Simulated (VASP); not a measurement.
C, 4 atoms in the cell. The structure is hexagonal, space group P6_3/mmc (No. 194). The conventional cell has a = 2.447 Å, b = 2.447 Å, c = 7.211 Å, α = 90.00°, β = 90.00°, γ = 120.00°. C (site symmetry -6m2) has 3 C at 1.41 Å within 1.9 Å. Within 1.9 Å of C (site symmetry -6m2) lie 3 C at 1.41 Å. 

* Program: VASP 6.6.1
* Task: vibrations by perturbation theory
* Functional: PBEsol
* Potentials or basis: VASP PAW PBE potentials, release 64 (C)
* Cutoff: 520 eV
* k mesh: 10 × 10 × 4
* Occupations: gaussian, width 0.01 eV
* Spin: no spin polarisation
* Dipole correction: no
* Further INCAR settings: ALGO = Normal; EDIFF = 1e-08; IBRION = 8; NSW = 1

Potentials or basis: VASP PAW PBE potentials, release 64 (C).

The run is started by

```console
$ cat potpaw_PBE.64/C/POTCAR > POTCAR
$ mpirun -np 1 vasp_std > vasp.out
```

Hardware: 1 thread of Intel(R) Xeon(R) Platinum 8488C (Sapphire Rapids), with other jobs on the host.

Task: How long does it take, and how much memory?

Result: Run time: 2.9 min on 1 thread of Intel(R) Xeon(R) Platinum 8488C (Sapphire Rapids) (shared host), peak memory 0.26 GiB. Counts: scf iterations 70, k points 42.
